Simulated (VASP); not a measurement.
# Si (Imma) in VASP: notebook

Si is run at these levels: LDA; tasks: electric field gradients.

All numbers are computed with VASP 6.6.1; they aren't measurements. Logs are shortened: lines on timing, memory, paths and dates and some standing lists are left out, and cuts for length are marked.

## (1) The cell of the first run

The structure is orthorhombic, space group Imma (No. 74). Conventional cell: a = 4.532 Å, b = 4.768 Å, c = 2.567 Å, α = 90.00°, β = 90.00°, γ = 90.00°. Si (site symmetry mm2) has 8 Si at 2.40 to 2.76 Å within 3.2 Å.

## (2) Electric field gradients, LDA (volume scaled by 1.02)

File INCAR:

```
  PREC = Accurate
  ENCUT = 520
  EDIFF = 1E-8
  ISMEAR = -1
  SIGMA = 0.05
  LREAL = False
  LASPH = True
  NELM = 60
  ALGO = Normal
  ISIF = 2
  LWAVE = False
  LCHARG = False
  GGA = CA
  LEFG = True
  NBANDS = 11
```

File KPOINTS:

```
regular mesh
0
Gamma
  16 16 16
```

File POSCAR:

```
Si
1.0
   -2.2659077192      2.3841858876      1.2834439547
    2.2659077192     -2.3841858876      1.2834439547
    2.2659077192      2.3841858876     -1.2834439547
Si
2
Direct
    0.8070000000      0.5570000000      0.2500000000
    0.1930000000      0.4430000000      0.7500000000
```

Potentials or basis: VASP PAW LDA potentials, release 64 (Si).

Run with:

```sh
> cat potpaw_LDA.64/Si/POTCAR > POTCAR
> mpirun -np 1 vasp_std > vasp.out
```

OUTCAR:

```text
PREC = Accurate
   ENCUT = 520
   EDIFF = 1E-8
   ISMEAR = -1
   LREAL = False
   LASPH = True
   NELM = 60
   ISIF = 2
   GGA = CA

 ion  position               nearest neighbor table
   1  0.807  0.557  0.250-   2 2.40   2 2.40   2 2.47   2 2.47   2 2.76   2 2.76
   2  0.193  0.443  0.750-   1 2.40   1 2.40   1 2.47   1 2.47   1 2.76   1 2.76

  LATTYP: Found a body centered orthorhombic cell.
 ALAT       =     2.5668879094
 B/A-ratio  =     1.7654901960
 C/A-ratio  =     1.8576470588

  Lattice vectors:

 A1 = (   2.2659077192,  -2.3841858876,   1.2834439547)
 A2 = (  -2.2659077192,  -2.3841858876,  -1.2834439547)
 A3 = (   2.2659077192,   2.3841858876,  -1.2834439547)

Analysis of symmetry for initial positions (statically):
=====================================================================
 Subroutine PRICEL returns:
 Original cell was already a primitive cell.

 Routine SETGRP: Setting up the symmetry group for a
 body centered orthorhombic supercell.

 Subroutine GETGRP returns: Found  8 space group operations
 (whereof  4 operations were pure point group operations)
 out of a pool of  8 trial point group operations.

The static configuration has the point symmetry C_2h.
 The point group associated with its full space group is D_2h.

Analysis of symmetry for dynamics (positions and initial velocities):
=====================================================================
 Subroutine PRICEL returns:
 Original cell was already a primitive cell.

 Routine SETGRP: Setting up the symmetry group for a
 body centered orthorhombic supercell.

 Subroutine GETGRP returns: Found  8 space group operations
 (whereof  4 operations were pure point group operations)
 out of a pool of  8 trial point group operations.

The dynamic configuration has the point symmetry C_2h.
 The point group associated with its full space group is D_2h.

 Subroutine INISYM returns: Found  8 space group operations
 (whereof  4 operations are pure point group operations),
 and found     1 'primitive' translations

----------------------------------------------------------------------------------------

                                     Primitive cell

  volume of cell :      27.7344

  direct lattice vectors                    reciprocal lattice vectors
    -2.265907719  2.384185888  1.283443955     0.000000000  0.209715192  0.389576809
     2.265907719 -2.384185888  1.283443955     0.220662120  0.000000000  0.389576809
     2.265907719  2.384185888 -1.283443955     0.220662120  0.209715192  0.000000000

  length of vectors
     3.530709351  3.530709351  3.530709351     0.442437059  0.447729674  0.304421143

  position of ions in fractional coordinates (direct lattice)
     0.807000000  0.557000000  0.250000000
     0.193000000  0.443000000  0.750000000

  ion indices of the primitive-cell ions
   primitive index   ion index
                 1           1
                 2           2

----------------------------------------------------------------------------------------

 KPOINTS: regular mesh

Automatic generation of k-mesh.
 Grid dimensions read from file:
 generate k-points for:   16   16   16

 Generating k-lattice:

  Cartesian coordinates                     Fractional coordinates (reciprocal lattice)
     0.000000000  0.013107199  0.024348551     0.062500000  0.000000000  0.000000000
     0.013791382  0.000000000  0.024348551     0.000000000  0.062500000 -0.000000000
     0.013791382  0.013107199  0.000000000     0.000000000 -0.000000000  0.062500000

  Length of vectors
     0.027652316  0.027983105  0.019026321

  Shift w.r.t. Gamma in fractional coordinates (k-lattice)
     0.000000000  0.000000000  0.000000000

 Subroutine IBZKPT returns following result:
 ===========================================

 Found    621 irreducible k-points:

 Following reciprocal coordinates:
            Coordinates               Weight
  0.000000  0.000000  0.000000      1.000000
  0.062500 -0.000000  0.000000      4.000000
  0.125000 -0.000000  0.000000      4.000000
  0.187500 -0.000000  0.000000      4.000000
  0.250000 -0.000000  0.000000      4.000000
  0.312500  0.000000  0.000000      4.000000
[... 16 lines left out ...]
 -0.187500  0.062500  0.000000      8.000000
 -0.125000  0.062500 -0.000000      8.000000
 [... further k-points ...]
   k-points           NKPTS =    621   k-points in BZ     NKDIM =    621   number of bands    NBANDS=     11
   number of dos      NEDOS =    301   number of ions     NIONS =      2
   total plane-waves  NPLWV =  21952
   dimension x,y,z NGX =    28 NGY =   28 NGZ =   28
   dimension x,y,z NGXF=    56 NGYF=   56 NGZF=   56
   ions per type =               2
   NGX,Y,Z   is equivalent  to a cutoff of  13.18, 13.18, 13.18 a.u.
   NGXF,Y,Z  is equivalent  to a cutoff of  26.37, 26.37, 26.37 a.u.
 SYSTEM =  unknown system
   PREC   = accura    normal or accurate (medium, high low for compatibility)
   ISTART =      0    job   : 0-new  1-cont  2-samecut
   ICHARG =      2    charge: 1-file 2-atom 10-const
   ISPIN  =      1    spin polarized calculation?
   LNONCOLLINEAR =      F non collinear calculations
   LSORBIT =      F    spin-orbit coupling
   LASPH  =      T    aspherical Exc in radial PAW
   ENCUT  =  520.0 eV  38.22 Ry    6.18 a.u.   6.56  6.56  6.56*2*pi/ulx,y,z
   NELM   =     60;   NELMIN=  2; NELMDL= -5     # of ELM steps
   EDIFF  = 0.1E-07   stopping-criterion for ELM
   LREAL  =      F    real-space projection
   EDIFFG = 0.1E-06   stopping-criterion for IOM
   NSW    =      0    number of steps for IOM
   IBRION =     -1    ionic relax: 0-MD 1-quasi-New 2-CG
   NFREE  =      0    steps in history (QN), initial steepest desc. (CG)
   ISIF   =      2    stress and relaxation
   ISYM   =      2    0-nonsym 1-usesym 2-fastsym
   POTIM  = 0.5000    time-step for ionic-motion
   TEBEG  =    0.0;   TEEND  =   0.0 temperature during run
   PSTRESS=    0.0 pullay stress
   NELECT =       8.0000    total number of electrons
   NUPDOWN=      -1.0000    fix difference up-down
   EMIN   =  10.00;   EMAX   =-10.00  energy-range for DOS
   EFERMI =   0.00;   METHOD = LEGACY
   ISMEAR =    -1;   SIGMA  =   0.05  broadening in eV -4-tet -1-fermi 0-gaus
   EFERMI_NEDOS =   21; number of points for ismear=-14 and -15
   IALGO  =     38    algorithm
   IMIX   =      4    mixing-type and parameters
     AMIX     =   0.40;   BMIX     =  1.00
     AMIX_MAG =   1.60;   BMIX_MAG =  1.00
  volume/ion in A,a.u.               =      13.87        93.58
  Fermi-wavevector in a.u.,A,eV,Ry     =   1.081679  2.044077 15.919219  1.170030
  Thomas-Fermi vector in A             =   2.217702
   LORBIT       =      0    0 simple, 1 ext, 2 COOP (PROOUT), +10 PAW based schemes
   GGA     = CA    functional components
   LHFCALC =     F    Hartree Fock is set to
   AEXX    =    0.0000 exact exchange contribution
   IVDW    =     0    specifies the selected vdW correction
   LEPSILON=     F    determine dielectric tensor
   LRPA    =     F    only Hartree local field effects (RPA)
 non-spin polarized calculation
  energy-cutoff  :      520.00
  volume of cell :       27.73
 maximum number of plane-waves:       767
 NGX is ok and might be reduce to    28
   NGX = 13   NGY = 13   NGZ = 13

 number of electron       8.0000000 magnetization

 Free energy of the ion-electron system (eV)
  ---------------------------------------------------
  ext. energy  EPLUGINS =         0.00000000
  ---------------------------------------------------
  free energy    TOTEN  =       -11.45044839 eV

  energy without entropy =      -11.44435669  energy(sigma->0) =      -11.44740254

 E-fermi :  10.3803     XC(G=0): -11.3728

 val. band max:       10.3756926742   @ k =  -0.1875  -0.0625   0.0625
 cond. band min:      10.3868989353   @ k =  -0.3750  -0.4375   0.1875
 fundamental gap:      0.0112062611
 Fermi energy:        10.3802502213

 k-point     1 :       0.0000    0.0000    0.0000
  band No.  band energies     occupation
      1      -4.1829      2.00000
      2       7.4820      2.00000
      3       7.9593      2.00000
      4       8.6243      2.00000
      5      11.6071      0.00000
      6      18.1338      0.00000
      7      19.2895      0.00000
      8      20.1511      0.00000
      9      20.6611      0.00000
     10      20.7920      0.00000
     11      22.2823      0.00000

 k-point     2 :       0.0625   -0.0000    0.0000
  band No.  band energies     occupation
      1      -4.0727      2.00000
      2       7.4441      2.00000
      3       7.5905      2.00000
      4       9.1690      2.00000
      5      11.8547      0.00000
      6      17.2976      0.00000
      7      18.6710      0.00000
      8      19.5832      0.00000
      9      20.1577      0.00000
     10      20.7845      0.00000
     11      22.4358      0.00000

 k-point     3 :       0.1250   -0.0000    0.0000
  band No.  band energies     occupation
      1      -3.7427      2.00000
      2       7.1886      2.00000
      3       7.3772      2.00000
      4      10.0671      1.99620
      5      12.5482      0.00000
      6      15.9955      0.00000
      7      16.4854      0.00000
      8      18.6787      0.00000
      9      18.7442      0.00000
     10      20.2405      0.00000
     11      22.1394      0.00000

 k-point     4 :       0.1875   -0.0000    0.0000
  band No.  band energies     occupation
      1      -3.1941      2.00000
      2       6.9604      2.00000
      3       7.3673      2.00000
      4      10.8953      0.00007
      5      13.5889      0.00000
      6      14.3535      0.00000
      7      14.6862      0.00000
      8      17.0113      0.00000
      9      17.5548      0.00000
     10      19.0260      0.00000
     11      23.0938      0.00000
[... 239 lines left out ...]
 k-point    22 :      -0.2500    0.0625   -0.0000
  band No.  band energies     occupation
      1      -2.9958      2.00000
      2       5.8630      2.00000
      3       7.4858      2.00000
      4      11.2767      0.00000
      5      13.8621      0.00000
      6      14.0733      0.00000
      7      14.8314      0.00000
      8      16.7160      0.00000
      9      17.7191      0.00000
     10      19.7668      0.00000
     11      22.3075      0.00000

 k-point    23 :      -0.1875    0.0625    0.0000
  band No.  band energies     occupation
      1      -3.5928      2.00000
      2       6.0161      2.00000
      3       7.5397      2.00000
      4      10.6643      0.00680
      5      13.4027      0.00000
      6      15.1195      0.00000
      7      16.1418      0.00000
      8      18.1739      0.00000
      9      19.1238      0.00000
     10      20.7761      0.00000
     11      22.0991      0.00000

 k-point    24 :      -0.1250    0.0625   -0.0000
  band No.  band energies     occupation
      1      -3.9716      2.00000
      2       6.3433      2.00000
      3       7.6895      2.00000
      4       9.8273      1.99997
      5      12.5343      0.00000
      6      16.2786      0.00000
      7      18.3822      0.00000
      8      19.5615      0.00000
      9      20.1099      0.00000
     10      21.2671      0.00000
     11      22.7038      0.00000

 [... further k-points ...]
[... 5 lines left out ...]
  --------------------------------------------------------------------------------------
  -------------------------------------------------------------------------------------
  Total        1.2365145      1.5571061      1.2784444      0.0000000      0.0000000      0.0000000
  in kB       71.4316331     89.9517367     73.8538599      0.0000000      0.0000000      0.0000000
  external PRESSURE =      78.4124099 kB  Pullay stress =       0.0000000 kB

 VOLUME and BASIS-vectors are now :
 -----------------------------------------------------------------------------
  energy-cutoff  :      520.00
  volume of cell :       27.73
      direct lattice vectors                 reciprocal lattice vectors
    -2.265907719  2.384185888  1.283443955     0.000000000  0.209715192  0.389576809
     2.265907719 -2.384185888  1.283443955     0.220662120  0.000000000  0.389576809
     2.265907719  2.384185888 -1.283443955     0.220662120  0.209715192  0.000000000

 POSITION                                       TOTAL-FORCE (eV/Angst)
 -----------------------------------------------------------------------------------
      0.00000      1.19209      1.42976         0.000000      0.000000      0.032150
      2.26591      1.19209     -0.14631        -0.000000     -0.000000     -0.032150
 -----------------------------------------------------------------------------------
    total drift:                                0.000000     -0.000000     -0.000000

  FREE ENERGIE OF THE ION-ELECTRON SYSTEM (eV)
  ---------------------------------------------------
  free  energy   TOTEN  =       -11.4504483867 eV

  energy  without entropy=      -11.4443566861  energy(sigma->0) =      -11.44740254

 Electric field gradients (V/A^2)
---------------------------------------------------------------------
 ion       V_xx      V_yy      V_zz      V_xy      V_xz      V_yz
---------------------------------------------------------------------
   1       9.736   -26.086    16.349    -0.000    -0.000    -0.000
   2       9.736   -26.086    16.349    -0.000    -0.000    -0.000
---------------------------------------------------------------------

 Electric field gradients after diagonalization (V/A^2)
 (convention: |V_zz| > |V_xx| > |V_yy|)
----------------------------------------------------------------------
 ion       V_xx      V_yy      V_zz     asymmetry (V_yy - V_xx)/ V_zz
----------------------------------------------------------------------
   1      16.349     9.736   -26.086       0.254
   2      16.349     9.736   -26.086       0.254
----------------------------------------------------------------------

           NMR quadrupolar parameters

 Cq : quadrupolar parameter    Cq=e*Q*V_zz/h
 eta: asymmetry parameters     (V_yy - V_xx)/ V_zz
 Q  : nuclear electric quadrupole moment in mb (millibarn)
----------------------------------------------------------------------
 ion       Cq(MHz)       eta       Q (mb)
----------------------------------------------------------------------
   1      -0.063       0.254       1.000
   2      -0.063       0.254       1.000
----------------------------------------------------------------------
```

Wall time 4.1 min (1 thread of Intel Xeon 8259CL, shared host); peak memory 0.25 GiB.

What came out:

| Quantity | Value |
| --- | --- |
| Free energy | -11.4504 eV |
| Pressure | 7.8 GPa |
| Largest force | 0.032 eV/Å |
| Band gap on the k mesh | zero (band 4 reaches 13.31 eV, above the bottom of band 5 at 6.07 eV) |

Forces on the atoms (eV/Å):
```
Si   0.000  0.000  0.032
Si   0.000  0.000 -0.032
```

Electric field gradients, principal values (V/Å²):
| atom | least | middle | greatest (by size) |
| --- | --- | --- | --- |
| 1 Si | 9.736 | 16.349 | -26.086 |
| 2 Si | 9.736 | 16.349 | -26.086 |

Caveat: without QUAD_EFG the Cq values of the log hold for a quadrupole moment of 1 mb, not for the nuclei.

(Continued in part 2 of 2.)
